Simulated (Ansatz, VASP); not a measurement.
# Sn2Ge3: VASP beside Ansatz

```
Sn Ge
1.0
     4.12847    0.00000    0.00000
    -2.06423    3.57536    0.00000
     0.00000    0.00000    8.27445
Sn Ge
2 3
Direct
  0.66667 0.33333 0.80974
  0.33333 0.66667 0.19026
  0.66667 0.33333 0.42517
  0.33333 0.66667 0.57483
  0.00000 0.00000 0.00000
```

Change from the starting cell: species swapped into the Dy2O3 type (P-3m1, No. 164).

Alike in both runs: task relaxation of cell and atoms; functional PBE; k mesh 12 × 12 × 4; occupations gaussian, width 0.1 eV; no spin polarisation.

|  | VASP | Ansatz |
| --- | --- | --- |
| version | VASP 6.6.1 | Ansatz 0.2.0 |
| potentials or method | VASP PAW PBE potentials, release 64 (Sn_d, Ge_d), cutoff 600 eV | scalar-relativistic, plane waves, PAW |
| valence electrons in the cell | 70 | 70 |

Ansatz gave:

```
gap on the k mesh at the Fermi level, each at its own relaxed structure (eV)  : none
relaxed volume (Å³/atom)                                                      : 24.42
relaxed length of the cell vector where the two differ most in proportion (Å) : 8.663
```

Problem. Which values does VASP return?

Solution. gap on the k mesh at the Fermi level, each at its own relaxed structure (eV): none; relaxed volume (Å³/atom): 24.42; relaxed length of the cell vector where the two differ most in proportion (Å): 8.669.

A gap of «none» marks a metal or a gap that the smearing closes.
